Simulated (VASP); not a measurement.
Wanted: the native input for a VASP 6.6.1 run.

- Task: single point
- Functional: PBEsol
- Potentials or basis: VASP PAW PBE potentials, release 64 (P, B)
- Cutoff: 520 eV
- k mesh: 4 × 8 × 1
- Occupations: gaussian, width 0.05 eV
- Spin: no spin polarisation
- Dipole correction: yes
- Further INCAR settings: LREAL = Auto; ALGO = Normal; EDIFF = 1e-06; NBANDS = 46

The structure of BP lies in POSCAR:

```
BP
1.0
    6.3924896613      0.0000000000      0.0000000000
    0.0000000000      3.1962448307      0.0000000000
    0.0000000000      0.0000000000     22.9103023793
P B
8 8
Direct
    0.5000000000      0.5000000000      0.3273636409
    0.0000000000      0.5000000000      0.3273636409
    0.7500000000      0.0000000000      0.4260129889
    0.2500000000      0.0000000000      0.4260129889
    0.0000118063      0.5000378385      0.5245225593
    0.4999983813      0.5000638818      0.5245132686
    0.2501057582      0.0000459698      0.6239763858
    0.7499124164      0.0000791978      0.6239630858
    0.2500000000      0.5000000000      0.3766883149
    0.7500000000      0.5000000000      0.3766883149
    0.4999982529      0.0000662978      0.4751007114
    0.0000055759      0.0000201887      0.4751061772
    0.7499930253      0.5000630983      0.5731253161
    0.2500185828      0.5000375914      0.5731306522
   -0.0000051370      0.0018403382      0.6647976239
    0.5000212688     -0.0015625773      0.6649041244
```

The input as run:

INCAR

```
SYSTEM = BP
ALGO = Normal
DIPOL = 0.5 0.5 0.499
EDIFF = 1E-6
ENCUT = 520
GGA = PS
IDIPOL = 3
ISIF = 2
ISMEAR = 0
LASPH = .TRUE.
LCHARG = .TRUE.
LDIPOL = .TRUE.
LELF = .TRUE.
LREAL = Auto
LVACPOTAV = .TRUE.
LVHAR = .TRUE.
LWAVE = .FALSE.
NBANDS = 46
NELM = 60
PREC = Accurate
SIGMA = 0.05
```

KPOINTS

```
k-points
0
G
  4 8 1
  0 0 0
```

Potentials or basis: VASP PAW PBE potentials, release 64 (P, B).

The run is started by

```bash
$ cat potpaw_PBE.64/P/POTCAR potpaw_PBE.64/B/POTCAR > POTCAR
$ mpirun -np 1 vasp_std > vasp.out
```

Results of the run:

```yaml
Largest_force: 0.076 eV/Å
Band_gap_on_the_k_mesh: zero (bands 32 and 33 overlap by 0.67 eV)
```

Caveat: the PAW data sets were made with another functional, which shifts forces and pressure a little.

Wall time 8.5 min on 1 thread of Intel(R) Xeon(R) 6975P-C (Granite Rapids), on a shared host, peak memory 0.58 GiB.
